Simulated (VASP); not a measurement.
A run of VASP 6.6.1:

Contents of INCAR:

```
SYSTEM = WC
PREC = Accurate
ENCUT = 520
EDIFF = 1E-6
ISMEAR = -1
SIGMA = 0.17
LREAL = Auto
LASPH = .True.
NELM = 100
ALGO = Normal
ISIF = 2
LWAVE = .False.
LCHARG = .True.
GGA = PE
IVDW = 12
LELF = .True.
LVHAR = .True.
NBANDS = 86
```

KPOINTS

```
Automatic mesh
0
Gamma
  2 2 2
  0 0 0
```

File POSCAR:

```
WC
1.0
   -3.0267750000     -5.2425280000      0.0000000000
    4.5401630000     -2.6212640000      0.0000000000
    0.0000000000      0.0000000000      5.9236370000
W C
8 8
Direct
    0.7437845512      0.5092919539     -0.0206460997
    0.7264924665      0.4914205141      0.4860527409
    0.5287445373      0.0065395773      0.0237354180
    0.5108974790      0.0172838986      0.5085895709
    0.2531734808      0.4783306596     -0.0109898699
    0.2438146159      0.5036101092      0.4887875472
   -0.0012512664     -0.0304586646      0.0063643333
   -0.0044636451      0.0193802625      0.5183133268
    0.4738165586      0.6832213103      0.2355140938
    0.5235049805      0.7000479470      0.7442049538
    0.2324598775      0.1692017986      0.2613597018
    0.2720800955      0.1556167105      0.7474462058
   -0.0095680924      0.6900720386      0.2514840123
   -0.0403429274      0.6526618176      0.7344474349
    0.7363537546      0.1727200402      0.2626595789
    0.7934923812      0.1804831461      0.7600567017
```

Potentials or basis: VASP PAW PBE potentials, release 64 (W_sv, C).

Launch:

```bash
$ cat potpaw_PBE.64/W_sv/POTCAR potpaw_PBE.64/C/POTCAR > POTCAR
$ mpirun -np 1 vasp_std > vasp.out
```

Hardware: 1 thread of Intel Xeon 8259CL, with other jobs on the host.

Task: How long does it take, and how much memory?

Result: Wall time 6.8 min on 1 thread of Intel Xeon 8259CL (shared host), peak memory 0.33 GiB. Counts: scf iterations 17, k points 8.
